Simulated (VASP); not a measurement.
Write the native input for VASP 6.6.1 that does the following.

- Task: single point
- Functional: PBE
- Potentials or basis: VASP PAW PBE potentials, release 64 (B, Pd_sv_GW)
- Cutoff: 630 eV
- k mesh: 6 × 4 × 4
- Occupations: gaussian, width 0.1 eV
- Spin: no spin polarisation
- Dipole correction: no
- Further INCAR settings: ALGO = Normal; EDIFF = 1e-06; NBANDS = 46

The structure of BPd4 lies in POSCAR:

```
BPd4
1.0
    2.8920299704      0.0000000000      0.0000000000
    0.0000000000      4.3650077954      0.0000000000
    0.0000000000      0.0000000000      5.8563150000
B Pd
1 4
Direct
    0.5000000000      0.0000000000      0.8632270000
    0.5000000000      0.5000000000      0.8675610000
    0.0000000000      0.5000000000      0.3291640000
    0.0000000000      0.0000000000      0.6194700000
    0.5000000000      0.0000000000      0.1975780000
```

These files were run (other wordings do the same):

INCAR

```
ALGO = Normal
EDIFF = 1E-6
ENCUT = 630
GGA = PE
GGA_COMPAT = False
ISIF = 2
ISMEAR = 0
LASPH = True
LCHARG = False
LREAL = False
LWAVE = False
NBANDS = 46
NELM = 120
PREC = Accurate
SIGMA = 0.1
```

KPOINTS

```
k-points
0
Gamma
  6 4 4
```

Potentials or basis: VASP PAW PBE potentials, release 64 (B, Pd_sv_GW).

Command:

```console
$ cat potpaw_PBE.64/B/POTCAR potpaw_PBE.64/Pd_sv_GW/POTCAR > POTCAR
$ mpirun -np 1 vasp_std > vasp.out
```

Results of the run:

The pressure is -1.7 GPa. The largest force is 0.276 eV/Å and the band gap on the k mesh is zero (an odd number of electrons rules out a gap without spin polarisation).

Caveat: the k points lie up to 0.36 Å⁻¹ apart, too coarse for converged energies and pressures of a metal.

Run time: 3 min on 1 thread of AMD EPYC 7R13 Processor (Zen 3) (shared host), peak memory 0.26 GiB.
